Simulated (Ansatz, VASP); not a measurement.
## Te2Mo: VASP beside Ansatz

The input INCAR:

```
PREC = Accurate ; ENCUT = 520
EDIFF = 1E-6 ; ISMEAR = 0
SIGMA = 0.05 ; LREAL = False
LASPH = True ; NELM = 80
ALGO = Normal ; ISIF = 2
LWAVE = False ; LCHARG = True
LELF = True ; LVHAR = True
NBANDS = 20
```

KPOINTS

```
Automatic mesh
0
Gamma
  12 12 2
```

File POSCAR:

```
Te2Mo
1.0
    3.5602328140      0.0000000000      0.0000000000
   -1.7801164070      3.0832520603      0.0000000000
    0.0000000000      0.0000000000     17.5240578200
Te Mo
2 1
Direct
    0.3333333333      0.6666666667      0.8978554500
    0.3333333333      0.6666666667      0.1021445500
    0.0000000000      0.0000000000      0.0071330511
```

Input for Ansatz:

```yaml
crystal:
  lattice:
    - [3.560232814, 0.0, 0.0]
    - [-1.780116407, 3.0832520603, 0.0]
    - [0.0, 0.0, 17.52405782]
  atoms:
    - { symbol: Te, position: [0.3333333333, 0.6666666667, 0.89785545] }
    - { symbol: Te, position: [0.3333333333, 0.6666666667, 0.10214455] }
    - { symbol: Mo, position: [0.0, 0.0, 0.0071330511] }
basis:
  ecutwfc: 420
kpoints:
  mp_grid: { grid: [12, 12, 2] }
hamiltonian:
  xc: lda
scf:
  occupations: { method: gaussian, width: 0.05 }
output:
  forces: true
  stress: true
  eigenvalues: true
```

Change from the starting cell: all Mo atoms moved +0.125 Å, as atom 3 along Cartesian [0 0 1].

Alike in both runs: task single point; functional LDA; k mesh 12 × 12 × 2; occupations gaussian, width 0.05 eV; no spin polarisation.

```csv
,VASP,Ansatz
version,VASP 6.6.1,Ansatz 0.2.0
potentials or method,"VASP PAW LDA potentials, release 64 (Te, Mo_sv), cutoff 520 eV","scalar-relativistic, plane waves, PAW"
valence electrons in the cell,26,46
```

```csv
,VASP,Ansatz,Ansatz less VASP
gap on the k mesh at the Fermi level (eV),1.06,1.06,0.000
least direct gap on the mesh (eV),1.06,1.06,0.000
rms of the force components (eV/Å),1.064,1.055,-0.0090
```

LDA's correlation is that of Perdew and Zunger in VASP and of Perdew and Wang (1992) in Ansatz. Atom by atom the forces differ by 0.028 eV/Å (rms over components). VASP's potentials hold 26 valence electrons a cell and Ansatz's 46, so a difference there can come from the potentials and not from the codes.

Neither program's run includes spin-orbit coupling.
